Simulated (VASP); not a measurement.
# ZnS (P6_3mc) in VASP: further runs

The runs below take ZnS through single point, with PBE.

Everything below comes from runs of VASP 6.6.1. Logs are shortened: lines on timing, memory, paths and dates and some standing lists are left out, and cuts for length are marked.

## (1) The cell of the first run

It takes space group P6_3mc (No. 186, hexagonal). Conventional cell: a = 3.847 Å, b = 3.847 Å, c = 12.590 Å, α = 90.00°, β = 90.00°, γ = 120.00°. Zn (site symmetry 3m) has 4 S at 2.11 to 2.45 Å within 2.8 Å. Within 2.8 Å of Zn (site symmetry 3m) lie 4 S at 2.11 to 2.45 Å. S (site symmetry 3m) has 4 Zn at 2.11 to 2.45 Å within 2.8 Å. S (site symmetry 3m) has 4 Zn at 2.11 to 2.45 Å within 2.8 Å.

## (2) Single point, PBE (all Zn atoms moved +0.250 Å, as atom 1 along Cartesian [0 0 1])

INCAR

```
SYSTEM = ZnS
ALGO = Normal ; EDIFF = 1E-6
ENCUT = 520 ; GGA = PE
ISIF = 2 ; ISMEAR = 0
LASPH = .TRUE. ; LCHARG = .TRUE.
LELF = .TRUE. ; LREAL = .FALSE.
LVHAR = .TRUE. ; LWAVE = .FALSE.
NBANDS = 46 ; NELM = 100
PREC = Accurate ; SIGMA = 0.05
```

KPOINTS

```
k-points
0
G
  12 12 2
  0 0 0
```

POSCAR

```
ZnS
1.0
    3.8467234448      0.0000000000      0.0000000000
   -1.9233617224      3.3313602246      0.0000000000
    0.0000000000      0.0000000000     12.5902250307
Zn S
4 4
Direct
    0.0000000000      0.0000000000      0.0199070214
    0.0000000000      0.0000000000      0.5199070214
    0.3333333333      0.6666666667      0.2698811884
    0.6666666667      0.3333333333      0.7698811884
    0.0000000000      0.0000000000      0.1872896977
    0.0000000000      0.0000000000      0.6872896977
    0.3333333333      0.6666666667      0.4376354415
    0.6666666667      0.3333333333      0.9376354415
```

Potentials or basis: VASP PAW PBE potentials, release 64 (Zn, S).

Started as:

```bash
> cat potpaw_PBE.64/Zn/POTCAR potpaw_PBE.64/S/POTCAR > POTCAR
> mpirun -np 1 vasp_std > vasp.out
```

OUTCAR:

```text
SYSTEM = ZnS
   EDIFF = 1E-6
   ENCUT = 520
   GGA = PE
   ISIF = 2
   ISMEAR = 0
   LASPH = .TRUE.
   LREAL = .FALSE.
   NELM = 100
   PREC = Accurate

 ion  position               nearest neighbor table
   1  0.000  0.000  0.020-   5 2.11   8 2.45   8 2.45   8 2.45
   2  0.000  0.000  0.520-   6 2.11   7 2.45   7 2.45   7 2.45
   3  0.333  0.667  0.270-   7 2.11   5 2.45   5 2.45   5 2.45
   4  0.667  0.333  0.770-   8 2.11   6 2.45   6 2.45   6 2.45
   5  0.000  0.000  0.187-   1 2.11   3 2.45   3 2.45   3 2.45
   6  0.000  0.000  0.687-   2 2.11   4 2.45   4 2.45   4 2.45
   7  0.333  0.667  0.438-   3 2.11   2 2.45   2 2.45   2 2.45
   8  0.667  0.333  0.938-   4 2.11   1 2.45   1 2.45   1 2.45

  LATTYP: Found a hexagonal cell.
 ALAT       =     3.8467234448
 C/A-ratio  =     3.2729737948

  Lattice vectors:

 A1 = (   3.8467234448,   0.0000000000,   0.0000000000)
 A2 = (  -1.9233617224,   3.3313602246,   0.0000000000)
 A3 = (   0.0000000000,   0.0000000000,  12.5902250307)

Analysis of symmetry for initial positions (statically):
=====================================================================
 Subroutine PRICEL returns:
 Original cell was already a primitive cell.

 Routine SETGRP: Setting up the symmetry group for a
 hexagonal supercell.

 Subroutine GETGRP returns: Found 12 space group operations
 (whereof  6 operations were pure point group operations)
 out of a pool of 24 trial point group operations.

The static configuration has the point symmetry C_3v.
 The point group associated with its full space group is C_6v.

Analysis of symmetry for dynamics (positions and initial velocities):
=====================================================================
 Subroutine PRICEL returns:
 Original cell was already a primitive cell.

 Routine SETGRP: Setting up the symmetry group for a
 hexagonal supercell.

 Subroutine GETGRP returns: Found 12 space group operations
 (whereof  6 operations were pure point group operations)
 out of a pool of 24 trial point group operations.

The dynamic configuration has the point symmetry C_3v.
 The point group associated with its full space group is C_6v.

 Subroutine INISYM returns: Found 12 space group operations
 (whereof  6 operations are pure point group operations),
 and found     1 'primitive' translations

----------------------------------------------------------------------------------------

                                     Primitive cell

  volume of cell :     161.3415

  direct lattice vectors                    reciprocal lattice vectors
     3.846723445  0.000000000  0.000000000     0.259961501  0.150088842  0.000000000
    -1.923361722  3.331360225  0.000000000     0.000000000  0.300177685  0.000000000
     0.000000000  0.000000000 12.590225031     0.000000000  0.000000000  0.079426698

  length of vectors
     3.846723445  3.846723445 12.590225031     0.300177685  0.300177685  0.079426698

  position of ions in fractional coordinates (direct lattice)
     0.000000000  0.000000000  0.019907021
     0.000000000  0.000000000  0.519907021
     0.333333333  0.666666667  0.269881188
     0.666666667  0.333333333  0.769881188
     0.000000000  0.000000000  0.187289698
     0.000000000  0.000000000  0.687289698
     0.333333333  0.666666667  0.437635441
     0.666666667  0.333333333  0.937635441

  ion indices of the primitive-cell ions
   primitive index   ion index
                 1           1
                 2           2
                 3           3
                 4           4
                 5           5
                 6           6
                 7           7
                 8           8

----------------------------------------------------------------------------------------

 KPOINTS: k-points

Automatic generation of k-mesh.
 Grid dimensions read from file:
 generate k-points for:   12   12    2

 Generating k-lattice:

  Cartesian coordinates                     Fractional coordinates (reciprocal lattice)
     0.021663458  0.012507404  0.000000000     0.083333333  0.000000000  0.000000000
     0.000000000  0.025014807  0.000000000     0.000000000  0.083333333  0.000000000
     0.000000000  0.000000000  0.039713349     0.000000000  0.000000000  0.500000000

  Length of vectors
     0.025014807  0.025014807  0.039713349

  Shift w.r.t. Gamma in fractional coordinates (k-lattice)
     0.000000000  0.000000000  0.000000000

 Subroutine IBZKPT returns following result:
 ===========================================

 Found     38 irreducible k-points:

 Following reciprocal coordinates:
            Coordinates               Weight
  0.000000  0.000000  0.000000      1.000000
  0.083333  0.000000  0.000000      6.000000
  0.166667  0.000000  0.000000      6.000000
  0.250000  0.000000  0.000000      6.000000
  0.333333  0.000000  0.000000      6.000000
  0.416667 -0.000000  0.000000      6.000000
[... 16 lines left out ...]
  0.250000  0.000000  0.500000      6.000000
  0.333333  0.000000  0.500000      6.000000
 [... further k-points ...]
   k-points           NKPTS =     38   k-points in BZ     NKDIM =     38   number of bands    NBANDS=     46
   number of dos      NEDOS =    301   number of ions     NIONS =      8
   total plane-waves  NPLWV =  86400
   dimension x,y,z NGX =    30 NGY =   30 NGZ =   96
   dimension x,y,z NGXF=    60 NGYF=   60 NGZF=  192
   ions per type =               4   4
   NGX,Y,Z   is equivalent  to a cutoff of  12.97, 12.97, 12.68 a.u.
   NGXF,Y,Z  is equivalent  to a cutoff of  25.93, 25.93, 25.35 a.u.
 SYSTEM =  ZnS
   PREC   = accura    normal or accurate (medium, high low for compatibility)
   ISTART =      0    job   : 0-new  1-cont  2-samecut
   ICHARG =      2    charge: 1-file 2-atom 10-const
   ISPIN  =      1    spin polarized calculation?
   LNONCOLLINEAR =      F non collinear calculations
   LSORBIT =      F    spin-orbit coupling
   LASPH  =      T    aspherical Exc in radial PAW
   ENCUT  =  520.0 eV  38.22 Ry    6.18 a.u.   7.15  7.15 23.41*2*pi/ulx,y,z
   NELM   =    100;   NELMIN=  2; NELMDL= -5     # of ELM steps
   EDIFF  = 0.1E-05   stopping-criterion for ELM
   LREAL  =      F    real-space projection
   EDIFFG = 0.1E-04   stopping-criterion for IOM
   NSW    =      0    number of steps for IOM
   IBRION =     -1    ionic relax: 0-MD 1-quasi-New 2-CG
   NFREE  =      0    steps in history (QN), initial steepest desc. (CG)
   ISIF   =      2    stress and relaxation
   ISYM   =      2    0-nonsym 1-usesym 2-fastsym
   POTIM  = 0.5000    time-step for ionic-motion
   TEBEG  =    0.0;   TEEND  =   0.0 temperature during run
   PSTRESS=    0.0 pullay stress
   NELECT =      72.0000    total number of electrons
   NUPDOWN=      -1.0000    fix difference up-down
   EMIN   =  10.00;   EMAX   =-10.00  energy-range for DOS
   EFERMI =   0.00;   METHOD = LEGACY
   ISMEAR =     0;   SIGMA  =   0.05  broadening in eV -4-tet -1-fermi 0-gaus
   EFERMI_NEDOS =   21; number of points for ismear=-14 and -15
   IALGO  =     38    algorithm
   IMIX   =      4    mixing-type and parameters
     AMIX     =   0.40;   BMIX     =  1.00
     AMIX_MAG =   1.60;   BMIX_MAG =  1.00
  volume/ion in A,a.u.               =      20.17       136.10
  Fermi-wavevector in a.u.,A,eV,Ry     =   1.251037  2.364118 21.294406  1.565095
  Thomas-Fermi vector in A             =   2.385004
   LORBIT       =      0    0 simple, 1 ext, 2 COOP (PROOUT), +10 PAW based schemes
   GGA     = PE    functional components
   LHFCALC =     F    Hartree Fock is set to
   AEXX    =    0.0000 exact exchange contribution
   IVDW    =     0    specifies the selected vdW correction
   LEPSILON=     F    determine dielectric tensor
   LRPA    =     F    only Hartree local field effects (RPA)
 non-spin polarized calculation
 Gauss-broadening in eV      SIGMA  =   0.05
  energy-cutoff  :      520.00
  volume of cell :      161.34
 maximum number of plane-waves:      4389
 NGX is ok and might be reduce to    30
   NGX = 15   NGY = 15   NGZ = 47

 number of electron      72.0000050 magnetization

 Free energy of the ion-electron system (eV)
  ---------------------------------------------------
  ext. energy  EPLUGINS =         0.00000000
  ---------------------------------------------------
  free energy    TOTEN  =       -26.41940556 eV

  energy without entropy =      -26.41940556  energy(sigma->0) =      -26.41940556

 E-fermi :   2.3024     XC(G=0):  -9.5229

 val. band max:        2.0301180439   @ k =   0.0000   0.0000   0.0000
 cond. band min:       3.9795865866   @ k =   0.0000   0.0000   0.0000
 fundamental gap:      1.9494685427
 Fermi energy:         2.3023834761

 k-point     1 :       0.0000    0.0000    0.0000
  band No.  band energies     occupation
      1     -11.1646      2.00000
      2     -10.7280      2.00000
      3     -10.7254      2.00000
      4     -10.1961      2.00000
      5      -4.6751      2.00000
      6      -4.6626      2.00000
[... 38 lines left out ...]
     45       8.8109      0.00000
     46       8.9651      0.00000

 k-point     2 :       0.0833    0.0000    0.0000
  band No.  band energies     occupation
      1     -11.1218      2.00000
      2     -10.6940      2.00000
      3     -10.6915      2.00000
      4     -10.1763      2.00000
      5      -4.6656      2.00000
      6      -4.6528      2.00000
[... 38 lines left out ...]
     45       8.9265      0.00000
     46       8.9361      0.00000

 k-point     3 :       0.1667    0.0000    0.0000
  band No.  band energies     occupation
      1     -10.9992      2.00000
      2     -10.5986      2.00000
      3     -10.5964      2.00000
      4     -10.1238      2.00000
      5      -4.6403      2.00000
      6      -4.6273      2.00000
[... 1018 lines left out ...]
     45       8.8137      0.00000
     46       8.8137      0.00000

 k-point    24 :       0.3333    0.0000    0.5000
  band No.  band energies     occupation
      1     -10.5212      2.00000
      2     -10.5212      2.00000
      3     -10.0995      2.00000
      4     -10.0995      2.00000
      5      -4.5826      2.00000
      6      -4.5826      2.00000
[... 38 lines left out ...]
     45       8.7832      0.00000
     46       8.7832      0.00000

 [... further k-points ...]
[... 5 lines left out ...]
  --------------------------------------------------------------------------------------
  -------------------------------------------------------------------------------------
  Total       -2.2763370     -2.2763370     13.0558958      0.0000000      0.0000000      0.0000000
  in kB      -22.6048213    -22.6048213    129.6496067      0.0000000      0.0000000      0.0000000
  external PRESSURE =      28.1466547 kB  Pullay stress =       0.0000000 kB

 VOLUME and BASIS-vectors are now :
 -----------------------------------------------------------------------------
  energy-cutoff  :      520.00
  volume of cell :      161.34
      direct lattice vectors                 reciprocal lattice vectors
     3.846723445  0.000000000  0.000000000     0.259961501  0.150088842  0.000000000
    -1.923361722  3.331360225  0.000000000     0.000000000  0.300177685  0.000000000
     0.000000000  0.000000000 12.590225031     0.000000000  0.000000000  0.079426698

 POSITION                                       TOTAL-FORCE (eV/Angst)
 -----------------------------------------------------------------------------------
      0.00000      0.00000      0.25063        -0.000000      0.000000     -2.376593
      0.00000      0.00000      6.54575         0.000000      0.000000     -2.376593
     -0.00000      2.22091      3.39786         0.000000      0.000000     -2.345116
      1.92336      1.11045      9.69298        -0.000000     -0.000000     -2.345116
      0.00000      0.00000      2.35802         0.000000     -0.000000      2.383378
      0.00000      0.00000      8.65313        -0.000000      0.000000      2.383378
     -0.00000      2.22091      5.50993        -0.000000      0.000000      2.338331
      1.92336      1.11045     11.80504         0.000000     -0.000000      2.338331
 -----------------------------------------------------------------------------------
    total drift:                               -0.000001     -0.000002      0.000403

  FREE ENERGIE OF THE ION-ELECTRON SYSTEM (eV)
  ---------------------------------------------------
  free  energy   TOTEN  =       -26.4194055564 eV

  energy  without entropy=      -26.4194055564  energy(sigma->0) =      -26.41940556
```

It took 2.7 min on 1 thread of Intel Xeon 6975P-C (Granite Rapids), shared host; peak memory 0.39 GiB.

What came out:

```yaml
Free_energy: -26.4194 eV
Pressure: 2.8 GPa
Largest_force: 2.383 eV/Å
Band_gap_on_the_k_mesh: 1.95 eV
```

Forces in eV/Å, atoms in the order of the input:
```
Zn   0.000  0.000 -2.377
Zn   0.000  0.000 -2.377
Zn   0.000  0.000 -2.345
Zn   0.000  0.000 -2.345
S    0.000  0.000  2.383
S    0.000  0.000  2.383
S    0.000  0.000  2.338
S    0.000  0.000  2.338
```

Caveat: the cell differs from its parent crystal (all Zn atoms moved +0.250 Å, as atom 1 along Cartesian [0 0 1]); the stress differs along the axes, from -2 to 13 GPa; forces of over 1 eV/Å act on the atoms, so gaps and moduli don't describe the material at rest. A k mesh can miss the band edges.

## (3) Single point, PBE (all Zn atoms moved -0.125 Å, as atom 1 along Cartesian [0 0 1])

INCAR

```
PREC = Accurate
ENCUT = 520
EDIFF = 1E-7
ISMEAR = 0
SIGMA = 0.05
LREAL = F
LASPH = T
NELM = 100
ALGO = Normal
ISIF = 2
LWAVE = F
LCHARG = T
GGA = PE
LELF = T
LVHAR = T
NBANDS = 46
```

KPOINTS

```
Automatic mesh
0
Gamma
  12 12 2
```

POSCAR

```
ZnS
1.0
    3.8467234448      0.0000000000      0.0000000000
   -1.9233617224      3.3313602246      0.0000000000
    0.0000000000      0.0000000000     12.5902250307
Zn S
4 4
Direct
    0.0000000000      0.0000000000     -0.0098779903
    0.0000000000      0.0000000000      0.4901220097
    0.3333333333      0.6666666667      0.2400961767
    0.6666666667      0.3333333333      0.7400961767
    0.0000000000      0.0000000000      0.1872896977
    0.0000000000      0.0000000000      0.6872896977
    0.3333333333      0.6666666667      0.4376354415
    0.6666666667      0.3333333333      0.9376354415
```

Potentials or basis: VASP PAW PBE potentials, release 64 (Zn, S).

Started as:

```bash
> cat potpaw_PBE.64/Zn/POTCAR potpaw_PBE.64/S/POTCAR > POTCAR
> mpirun -np 1 vasp_std > vasp.out
```

OUTCAR:

```text
PREC = Accurate
   ENCUT = 520
   EDIFF = 1E-7
   ISMEAR = 0
   LREAL = F
   LASPH = T
   NELM = 100
   ISIF = 2
   GGA = PE

 ion  position               nearest neighbor table
   1  0.000  0.000  0.990-   8 2.32   8 2.32   8 2.32   5 2.48
   2  0.000  0.000  0.490-   7 2.32   7 2.32   7 2.32   6 2.48
   3  0.333  0.667  0.240-   5 2.32   5 2.32   5 2.32   7 2.49
   4  0.667  0.333  0.740-   6 2.32   6 2.32   6 2.32   8 2.49
   5  0.000  0.000  0.187-   3 2.32   3 2.32   3 2.32   1 2.48
   6  0.000  0.000  0.687-   4 2.32   4 2.32   4 2.32   2 2.48
   7  0.333  0.667  0.438-   2 2.32   2 2.32   2 2.32   3 2.49
[... 1392 lines left out ...]
  Total        1.7271685      1.7271685     -1.5284881      0.0000000      0.0000000     -0.0000000
  in kB       17.1513870     17.1513870    -15.1784205      0.0000000      0.0000000     -0.0000000
  external PRESSURE =       6.3747845 kB  Pullay stress =       0.0000000 kB

 VOLUME and BASIS-vectors are now :
 -----------------------------------------------------------------------------
  energy-cutoff  :      520.00
  volume of cell :      161.34
      direct lattice vectors                 reciprocal lattice vectors
     3.846723445  0.000000000  0.000000000     0.259961501  0.150088842  0.000000000
    -1.923361722  3.331360225  0.000000000     0.000000000  0.300177685  0.000000000
     0.000000000  0.000000000 12.590225031     0.000000000  0.000000000  0.079426698

 POSITION                                       TOTAL-FORCE (eV/Angst)
 -----------------------------------------------------------------------------------
      0.00000      0.00000     12.46586        -0.000000      0.000000      0.497834
      0.00000      0.00000      6.17075        -0.000000     -0.000000      0.497834
     -0.00000      2.22091      3.02286         0.000000      0.000000      0.501311
      1.92336      1.11045      9.31798         0.000000     -0.000000      0.501311
      0.00000      0.00000      2.35802         0.000000      0.000000     -0.505930
      0.00000      0.00000      8.65313        -0.000000      0.000000     -0.505930
     -0.00000      2.22091      5.50993        -0.000000     -0.000000     -0.493215
      1.92336      1.11045     11.80504        -0.000000      0.000000     -0.493215
 -----------------------------------------------------------------------------------
    total drift:                               -0.000000     -0.000000      0.001105

  FREE ENERGIE OF THE ION-ELECTRON SYSTEM (eV)
  ---------------------------------------------------
  free  energy   TOTEN  =       -27.2605334835 eV

  energy  without entropy=      -27.2605334835  energy(sigma->0) =      -27.26053348
```

OSZICAR:

```text
N       E                     dE             d eps       ncg     rms          rms(c)
DAV:   1     0.591911414106E+03    0.59191E+03   -0.32961E+04  3496   0.188E+03
DAV:   2     0.529173576994E+02   -0.53899E+03   -0.51784E+03  3504   0.435E+02
DAV:   3    -0.250764363579E+02   -0.77994E+02   -0.76837E+02  3900   0.152E+02
DAV:   4    -0.289382502998E+02   -0.38618E+01   -0.38453E+01  4254   0.341E+01
DAV:   5    -0.289986436130E+02   -0.60393E-01   -0.60364E-01  4198   0.431E+00    0.135E+01
DAV:   6    -0.272215561198E+02    0.17771E+01   -0.36419E+00  5438   0.414E+01    0.104E+01
DAV:   7    -0.273292551312E+02   -0.10770E+00   -0.44710E+00  3944   0.833E+00    0.407E+00
DAV:   8    -0.272603248415E+02    0.68930E-01   -0.28682E-01  4416   0.475E+00    0.123E+00
DAV:   9    -0.272597868359E+02    0.53801E-03   -0.73906E-02  4500   0.271E+00    0.380E-01
DAV:  10    -0.272600039924E+02   -0.21716E-03   -0.37291E-03  4130   0.737E-01    0.208E-01
DAV:  11    -0.272605020193E+02   -0.49803E-03   -0.92743E-04  3938   0.188E-01    0.118E-01
DAV:  12    -0.272605234012E+02   -0.21382E-04   -0.66093E-05  4252   0.117E-01    0.203E-02
DAV:  13    -0.272605280622E+02   -0.46610E-05   -0.10483E-05  3990   0.416E-02    0.148E-02
DAV:  14    -0.272605340824E+02   -0.60202E-05   -0.11863E-05  3814   0.173E-02    0.916E-03
DAV:  15    -0.272605333865E+02    0.69588E-06   -0.15339E-06  4654   0.193E-02    0.348E-03
DAV:  16    -0.272605334835E+02   -0.97029E-07   -0.26135E-07  3048   0.437E-03
   1 F= -.27260533E+02 E0= -.27260533E+02  d E =-.134047E-12
```

stdout:

```text
POSCAR found type information on POSCAR ZnS
 POSCAR found :  2 types and       8 ions
 scaLAPACK will be used
 LDA part: xc-table for (Slater+PW92), standard interpolation
 POSCAR, INCAR and KPOINTS ok, starting setup
 FFT: planning ... GRIDC
 FFT: planning ... GRID_SOFT
 FFT: planning ... GRID
 WAVECAR not read
 entering main loop
```

Run time: 3 min. Hardware: 1 thread of Intel Xeon 6975P-C (Granite Rapids), shared host; peak memory 0.39 GiB.

What came out:

```
Free energy            : -27.2605 eV
Pressure               : 0.6 GPa
Largest force          : 0.506 eV/Å
Band gap on the k mesh : 2.03 eV
```

Forces on the atoms (eV/Å):
```
Zn   0.000  0.000  0.498
Zn   0.000  0.000  0.498
Zn   0.000  0.000  0.501
Zn   0.000  0.000  0.501
S    0.000  0.000 -0.506
S    0.000  0.000 -0.506
S    0.000  0.000 -0.493
S    0.000  0.000 -0.493
```

Caveat: the cell differs from its parent crystal (all Zn atoms moved -0.125 Å, as atom 1 along Cartesian [0 0 1]). A k mesh can miss the band edges.

(Part 1 of 2 ends here.)
